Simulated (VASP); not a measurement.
# PbS (Cmcm) in VASP: a series of runs

The runs below take PbS through single point, with r2SCAN.

Program: VASP 6.6.1. These are calculated values, not measurements. Logs are shortened: lines on timing, memory, paths and dates and some standing lists are left out, and cuts for length are marked.

## Step 1: The cell of the first run

The structure is orthorhombic, space group Cmcm (No. 63). The conventional cell has a = 4.160 Å, b = 11.983 Å, c = 4.279 Å, α = 90.00°, β = 90.00°, γ = 90.00°. Within 3.5 Å of Pb (site symmetry m2m) lie 5 S at 2.69 to 2.99 Å. S (site symmetry m2m) has 5 Pb at 2.69 to 2.99 Å within 3.5 Å.

## Step 2: Single point, r2SCAN

POSCAR

```
PbS
1.0
    2.0799526950     -5.9912968650      0.0000000000
    2.0799526950      5.9912968650      0.0000000000
    0.0000000000      0.0000000000      4.2793209400
Pb S
2 2
Direct
    0.1305633500      0.8694366500      0.2500000000
    0.8694366500      0.1305633500      0.7500000000
    0.3547970900      0.6452029100      0.2500000000
    0.6452029100      0.3547970900      0.7500000000
```

INCAR.step1

```
SYSTEM = PbS
PREC = Accurate ; ENCUT = 520
ISMEAR = -1 ; SIGMA = 0.05
LREAL = .False. ; LASPH = .True.
NELM = 100 ; NBANDS = 28
GGA = PE ; ALGO = Normal
EDIFF = 1E-4 ; LWAVE = .True.
LCHARG = .False.
```

INCAR.step2

```
SYSTEM = PbS
PREC = Accurate ; ENCUT = 520
EDIFF = 1E-6 ; ISMEAR = -1
SIGMA = 0.05 ; LREAL = .False.
LASPH = .True. ; NELM = 100
ALGO = Normal ; ISIF = 2
LWAVE = .False. ; LCHARG = .True.
METAGGA = R2SCAN ; LMIXTAU = .True.
LELF = .True. ; LVHAR = .True.
NBANDS = 28 ; ISTART = 1
```

KPOINTS

```
Automatic mesh
0
Gamma
  7 7 6
  0 0 0
```

Potentials or basis: VASP PAW PBE potentials, release 64 (Pb_d, S).

Launch:

```
> cat potpaw_PBE.64/Pb_d/POTCAR potpaw_PBE.64/S/POTCAR > POTCAR
> cp INCAR.step1 INCAR
> mpirun -np 1 vasp_std > vasp.out
> cp INCAR.step2 INCAR
> mpirun -np 1 vasp_std > vasp.out
```

OUTCAR:

```text
SYSTEM = PbS
   PREC = Accurate
   ENCUT = 520
   EDIFF = 1E-6
   ISMEAR = -1
   LREAL = .False.
   LASPH = .True.
   NELM = 100
   ISIF = 2
   METAGGA = R2SCAN
   ISTART = 1

 ion  position               nearest neighbor table
   1  0.131  0.869  0.250-   3 2.69   4 2.99   4 2.99   4 2.99   4 2.99   2 3.79   2 3.79   2 4.13
                             2 4.13   2 4.13   2 4.13
   2  0.869  0.131  0.750-   4 2.69   3 2.99   3 2.99   3 2.99   3 2.99   1 3.79   1 3.79   1 4.13
                             1 4.13   1 4.13   1 4.13
   3  0.355  0.645  0.250-   1 2.69   2 2.99   2 2.99   2 2.99   2 2.99
   4  0.645  0.355  0.750-   2 2.69   1 2.99   1 2.99   1 2.99   1 2.99

  LATTYP: Found a base centered orthorhombic cell.
 ALAT       =     4.1599053900
 B/A-ratio  =     2.8804966956
 C/A-ratio  =     1.0287063139

  Lattice vectors:

 A1 = (   2.0799526950,  -5.9912968650,   0.0000000000)
 A2 = (   2.0799526950,   5.9912968650,   0.0000000000)
 A3 = (   0.0000000000,   0.0000000000,   4.2793209400)

Analysis of symmetry for initial positions (statically):
=====================================================================
 Subroutine PRICEL returns:
 Original cell was already a primitive cell.

 Routine SETGRP: Setting up the symmetry group for a
 base centered orthorhombic supercell.

 Subroutine GETGRP returns: Found  8 space group operations
 (whereof  4 operations were pure point group operations)
 out of a pool of  8 trial point group operations.

The static configuration has the point symmetry C_2h.
 The point group associated with its full space group is D_2h.

Analysis of symmetry for dynamics (positions and initial velocities):
=====================================================================
 Subroutine PRICEL returns:
 Original cell was already a primitive cell.

 Routine SETGRP: Setting up the symmetry group for a
 base centered orthorhombic supercell.

 Subroutine GETGRP returns: Found  8 space group operations
 (whereof  4 operations were pure point group operations)
 out of a pool of  8 trial point group operations.

The dynamic configuration has the point symmetry C_2h.
 The point group associated with its full space group is D_2h.

 Subroutine INISYM returns: Found  8 space group operations
 (whereof  4 operations are pure point group operations),
 and found     1 'primitive' translations

----------------------------------------------------------------------------------------

                                     Primitive cell

  volume of cell :     106.6545

  direct lattice vectors                    reciprocal lattice vectors
     2.079952695 -5.991296865  0.000000000     0.240390083 -0.083454386  0.000000000
     2.079952695  5.991296865  0.000000000     0.240390083  0.083454386  0.000000000
     0.000000000  0.000000000  4.279320940     0.000000000  0.000000000  0.233681936

  length of vectors
     6.342069168  6.342069168  4.279320940     0.254464195  0.254464195  0.233681936

  position of ions in fractional coordinates (direct lattice)
     0.130563350  0.869436650  0.250000000
     0.869436650  0.130563350  0.750000000
     0.354797090  0.645202910  0.250000000
     0.645202910  0.354797090  0.750000000

  ion indices of the primitive-cell ions
   primitive index   ion index
                 1           1
                 2           2
                 3           3
                 4           4

----------------------------------------------------------------------------------------

 KPOINTS: Automatic mesh

Automatic generation of k-mesh.
 Grid dimensions read from file:
 generate k-points for:    7    7    6

 Generating k-lattice:

  Cartesian coordinates                     Fractional coordinates (reciprocal lattice)
     0.034341440 -0.011922055  0.000000000     0.142857143  0.000000000  0.000000000
     0.034341440  0.011922055  0.000000000     0.000000000  0.142857143  0.000000000
     0.000000000  0.000000000  0.038946989     0.000000000  0.000000000  0.166666667

  Length of vectors
     0.036352028  0.036352028  0.038946989

  Shift w.r.t. Gamma in fractional coordinates (k-lattice)
     0.000000000  0.000000000  0.000000000

 Subroutine IBZKPT returns following result:
 ===========================================

 Found     64 irreducible k-points:

 Following reciprocal coordinates:
            Coordinates               Weight
  0.000000  0.000000  0.000000      1.000000
  0.142857 -0.000000  0.000000      4.000000
  0.285714 -0.000000  0.000000      4.000000
  0.428571 -0.000000  0.000000      4.000000
  0.142857  0.142857  0.000000      2.000000
  0.285714  0.142857  0.000000      4.000000
[... 16 lines left out ...]
  0.428571  0.142857  0.166667      8.000000
 -0.428571  0.142857  0.166667      8.000000
 [... further k-points ...]
   k-points           NKPTS =     64   k-points in BZ     NKDIM =     64   number of bands    NBANDS=     28
   number of dos      NEDOS =    301   number of ions     NIONS =      4
   total plane-waves  NPLWV =  73728
   dimension x,y,z NGX =    48 NGY =   48 NGZ =   32
   dimension x,y,z NGXF=    96 NGYF=   96 NGZF=   64
   ions per type =               2   2
   NGX,Y,Z   is equivalent  to a cutoff of  12.58, 12.58, 12.43 a.u.
   NGXF,Y,Z  is equivalent  to a cutoff of  25.16, 25.16, 24.86 a.u.
 SYSTEM =  PbS
   PREC   = accura    normal or accurate (medium, high low for compatibility)
   ISTART =      1    job   : 0-new  1-cont  2-samecut
   ICHARG =      0    charge: 1-file 2-atom 10-const
   ISPIN  =      1    spin polarized calculation?
   LNONCOLLINEAR =      F non collinear calculations
   LSORBIT =      F    spin-orbit coupling
   LASPH  =      T    aspherical Exc in radial PAW
   ENCUT  =  520.0 eV  38.22 Ry    6.18 a.u.  11.79 11.79  7.96*2*pi/ulx,y,z
   NELM   =    100;   NELMIN=  2; NELMDL=  0     # of ELM steps
   EDIFF  = 0.1E-05   stopping-criterion for ELM
   LREAL  =      F    real-space projection
   EDIFFG = 0.1E-04   stopping-criterion for IOM
   NSW    =      0    number of steps for IOM
   IBRION =     -1    ionic relax: 0-MD 1-quasi-New 2-CG
   NFREE  =      0    steps in history (QN), initial steepest desc. (CG)
   ISIF   =      2    stress and relaxation
   ISYM   =      2    0-nonsym 1-usesym 2-fastsym
   POTIM  = 0.5000    time-step for ionic-motion
   TEBEG  =    0.0;   TEEND  =   0.0 temperature during run
   PSTRESS=    0.0 pullay stress
   NELECT =      40.0000    total number of electrons
   NUPDOWN=      -1.0000    fix difference up-down
   EMIN   =  10.00;   EMAX   =-10.00  energy-range for DOS
   EFERMI =   0.00;   METHOD = LEGACY
   ISMEAR =    -1;   SIGMA  =   0.05  broadening in eV -4-tet -1-fermi 0-gaus
   EFERMI_NEDOS =   21; number of points for ismear=-14 and -15
   IALGO  =     38    algorithm
   IMIX   =      4    mixing-type and parameters
     AMIX     =   0.40;   BMIX     =  1.00
     AMIX_MAG =   1.60;   BMIX_MAG =  1.00
  volume/ion in A,a.u.               =      26.66       179.94
  Fermi-wavevector in a.u.,A,eV,Ry     =   1.180597  2.231005 18.963935  1.393810
  Thomas-Fermi vector in A             =   2.316887
   LORBIT       =      0    0 simple, 1 ext, 2 COOP (PROOUT), +10 PAW based schemes
   METAGGA = R2SCAN    functional components
   LHFCALC =     F    Hartree Fock is set to
   AEXX    =    0.0000 exact exchange contribution
   IVDW    =     0    specifies the selected vdW correction
   LEPSILON=     F    determine dielectric tensor
   LRPA    =     F    only Hartree local field effects (RPA)
 non-spin polarized calculation
  energy-cutoff  :      520.00
  volume of cell :      106.65
 maximum number of plane-waves:      2892
   NGX = 23   NGY = 23   NGZ = 15

 number of electron      40.0000007 magnetization

 Free energy of the ion-electron system (eV)
  ---------------------------------------------------
  ext. energy  EPLUGINS =         0.00000000
  ---------------------------------------------------
  free energy    TOTEN  =      -131.13429029 eV

  energy without entropy =     -131.13429027  energy(sigma->0) =     -131.13429028

 E-fermi :   5.4730     XC(G=0): -10.1257

 val. band max:        4.6751263836   @ k =  -0.4286   0.4286   0.3333
 cond. band min:       6.2019098890   @ k =   0.4286   0.4286   0.0000
 fundamental gap:      1.5267835054
 Fermi energy:         5.4729724269

 k-point     1 :       0.0000    0.0000    0.0000
  band No.  band energies     occupation
      1     -12.2349      2.00000
      2     -12.1268      2.00000
      3     -12.1194      2.00000
      4     -12.1097      2.00000
      5     -12.0789      2.00000
      6     -12.0774      2.00000
[... 20 lines left out ...]
     27      11.2855      0.00000
     28      12.2144      0.00000

 k-point     2 :       0.1429   -0.0000    0.0000
  band No.  band energies     occupation
      1     -12.2216      2.00000
      2     -12.1214      2.00000
      3     -12.1087      2.00000
      4     -12.1083      2.00000
      5     -12.0842      2.00000
      6     -12.0815      2.00000
[... 20 lines left out ...]
     27      11.5121      0.00000
     28      12.6089      0.00000

 k-point     3 :       0.2857   -0.0000    0.0000
  band No.  band energies     occupation
      1     -12.1893      2.00000
      2     -12.1127      2.00000
      3     -12.1102      2.00000
      4     -12.0994      2.00000
      5     -12.0879      2.00000
      6     -12.0861      2.00000
[... 20 lines left out ...]
     27      12.6169      0.00000
     28      13.3137      0.00000

 k-point     4 :       0.4286   -0.0000    0.0000
  band No.  band energies     occupation
      1     -12.1534      2.00000
      2     -12.1233      2.00000
      3     -12.1149      2.00000
      4     -12.1123      2.00000
      5     -12.0847      2.00000
      6     -12.0819      2.00000
[... 578 lines left out ...]
     27      12.1084      0.00000
     28      13.3622      0.00000

 k-point    23 :       0.4286    0.1429    0.1667
  band No.  band energies     occupation
      1     -12.1723      2.00000
      2     -12.1543      2.00000
      3     -12.1152      2.00000
      4     -12.0950      2.00000
      5     -12.0848      2.00000
      6     -12.0774      2.00000
[... 20 lines left out ...]
     27      12.5057      0.00000
     28      13.3119      0.00000

 k-point    24 :      -0.4286    0.1429    0.1667
  band No.  band energies     occupation
      1     -12.1894      2.00000
      2     -12.1308      2.00000
      3     -12.1104      2.00000
      4     -12.0973      2.00000
      5     -12.0886      2.00000
      6     -12.0814      2.00000
[... 20 lines left out ...]
     27      12.7218      0.00000
     28      13.5232      0.00000

 [... further k-points ...]

------------------------ aborting loop because EDIFF is reached ----------------------------------------

  FORCE on cell =-STRESS in cart. coord.  units (eV):
  Direction    XX          YY          ZZ          XY          YZ          ZX
  --------------------------------------------------------------------------------------
  -------------------------------------------------------------------------------------
  Total        0.0147456     -0.0852751     -0.0312342      0.0000000      0.0000000      0.0000000
  in kB        0.2215098     -1.2810129     -0.4692045      0.0000000      0.0000000      0.0000000
  external PRESSURE =      -0.5095692 kB  Pullay stress =       0.0000000 kB

 VOLUME and BASIS-vectors are now :
 -----------------------------------------------------------------------------
  energy-cutoff  :      520.00
  volume of cell :      106.65
      direct lattice vectors                 reciprocal lattice vectors
     2.079952695 -5.991296865  0.000000000     0.240390083 -0.083454386  0.000000000
     2.079952695  5.991296865  0.000000000     0.240390083  0.083454386  0.000000000
     0.000000000  0.000000000  4.279320940     0.000000000  0.000000000  0.233681936

 POSITION                                       TOTAL-FORCE (eV/Angst)
 -----------------------------------------------------------------------------------
      2.07995      4.42681      1.06983         0.000000     -0.006434     -0.000000
      2.07995     -4.42681      3.20949         0.000000      0.006434      0.000000
      2.07995      1.73991      1.06983         0.000000      0.027285     -0.000000
      2.07995     -1.73991      3.20949         0.000000     -0.027285      0.000000
 -----------------------------------------------------------------------------------
    total drift:                               -0.000000     -0.000000      0.000000

  FREE ENERGIE OF THE ION-ELECTRON SYSTEM (eV)
  ---------------------------------------------------
  free  energy   TOTEN  =      -131.1342902865 eV

  energy  without entropy=     -131.1342902747  energy(sigma->0) =     -131.13429028
```

Run time: 4.9 min. Hardware: 1 thread of Intel Xeon 6975P-C (Granite Rapids), shared host; peak memory 0.38 GiB.

What came out:

* Free energy: -131.1343 eV
* Pressure: -0.1 GPa
* Largest force: 0.027 eV/Å
* Band gap on the k mesh: 1.53 eV (least direct gap 1.79 eV)

Forces on the atoms (eV/Å):
```
Pb   0.000 -0.006  0.000
Pb   0.000  0.006  0.000
S    0.000  0.027  0.000
S    0.000 -0.027  0.000
```

Stress tensor (GPa, compression positive):
```
 0.02  0.00  0.00
 0.00 -0.13  0.00
 0.00  0.00 -0.05
```

Levels at points of the mesh, in eV from the valence-band top:
```tsv
k point	band 16	band 17	band 18	band 19	band 20	band 21	band 22	band 23	band 24	band 25
(0.00, 0.00, 0.00)	-2.97	-2.42	-1.66	-1.49	-0.47	5.14	5.18	5.33	6.08	6.22
(0.00, 0.00, 0.50)	-2.74	-1.13	-1.13	-0.04	-0.04	2.23	2.23	3.16	3.16	5.47
```

Caveat: the PAW data sets were made with another functional, which shifts forces and pressure a little; spin-orbit coupling is left out, which moves the levels of the heavy elements; an odd mesh through Γ misses points on the zone boundary, where band edges can lie.

(Continued in part 2 of 2.)
